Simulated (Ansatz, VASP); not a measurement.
## As in VASP and in Ansatz

```
CELL_PARAMETERS angstrom
1.82500 -5.50000 0.00000
1.82500 5.50000 0.00000
0.00000 0.00000 4.47000
ATOMIC_POSITIONS crystal
As 0.11000 0.89000 0.06000
As 0.61000 0.39000 0.44000
As 0.89000 0.11000 0.94000
As 0.39000 0.61000 0.56000
```

Alike in both runs: task single point; functional PBEsol; k mesh 12 × 12 × 10; occupations gaussian, width 0.05 eV; no spin polarisation.

|  | VASP | Ansatz |
| --- | --- | --- |
| version | VASP 6.6.1 | Ansatz 0.2.0 |
| potentials or method | VASP PAW PBE potentials, release 64 (As), cutoff 520 eV | scalar-relativistic, plane waves, PAW |
| valence electrons in the cell | 20 | 60 |

|  | VASP | Ansatz | Ansatz less VASP |
| --- | --- | --- | --- |
| pressure (GPa) | 0.1 | -0.3 | -0.42 |
| traceless stress, the component that is largest in VASP (GPa) | -0.85 | -0.83 | +0.022 |
| rms of the force components (eV/Å) | 0.065 | 0.065 | -0.0001 |

VASP's potentials were made for PBE, not for PBEsol. Atom by atom the forces differ by 0.044 eV/Å (rms over components). The functional is the same, so the differences come from potentials, cutoffs and numerics. VASP's potentials hold 20 valence electrons a cell and Ansatz's 60, so a difference there can come from the potentials and not from the codes.
